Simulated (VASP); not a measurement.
Wanted: the native input for a VASP 6.6.1 run.

```yaml
Task: single point
Functional: PBE
Potentials_or_basis: VASP PAW PBE potentials, release 64 (B)
Cutoff: 520 eV
k_mesh: 19 × 19 × 19
Occupations: fermi-dirac, width 0.1 eV
Spin: no spin polarisation
Dipole_correction: no
Further_INCAR_settings: ALGO = Normal; EDIFF = 1e-07; NBANDS = 8
```

The structure of B lies in POSCAR:

```
B
1.0
    1.9087415777      0.0000000000      0.0000000000
    0.0000000000      1.9087415777      0.0000000000
    0.0000000000      0.0000000000      1.9087415777
B
1
Direct
    0.0000000000      0.0000000000      0.0000000000
```

This cell differs from its parent crystal: volume scaled by 1.04.

One way to write it, as run:

INCAR

```
SYSTEM = B
PREC     = Accurate       ! precision mode
ENCUT    = 520            ! plane-wave cutoff, eV
EDIFF    = 1E-7           ! SCF threshold, eV
ISMEAR   = -1             ! smearing method
SIGMA    = 0.1            ! smearing width, eV
LREAL    = .FALSE.        ! projectors in reciprocal space
LASPH    = .TRUE.         ! aspherical terms in the spheres
NELM     = 100            ! most SCF steps
ALGO     = Normal         ! electronic algorithm
ISIF     = 2              ! what is computed and relaxed
LWAVE    = .FALSE.        ! write WAVECAR
LCHARG   = .FALSE.        ! write CHGCAR
GGA      = PE             ! functional
NBANDS   = 8              ! bands
```

KPOINTS

```
regular mesh
0
G
  19 19 19
  0 0 0
```

Potentials or basis: VASP PAW PBE potentials, release 64 (B).

Run with:

```sh
$ cat potpaw_PBE.64/B/POTCAR > POTCAR
$ mpirun -np 1 vasp_std > vasp.out
```

It gave:

```
Pressure : -8.3 GPa
```

Wall time 7.3 s on 1 thread of Intel Xeon 6975P-C, with other jobs on the host, peak memory 0.11 GiB.
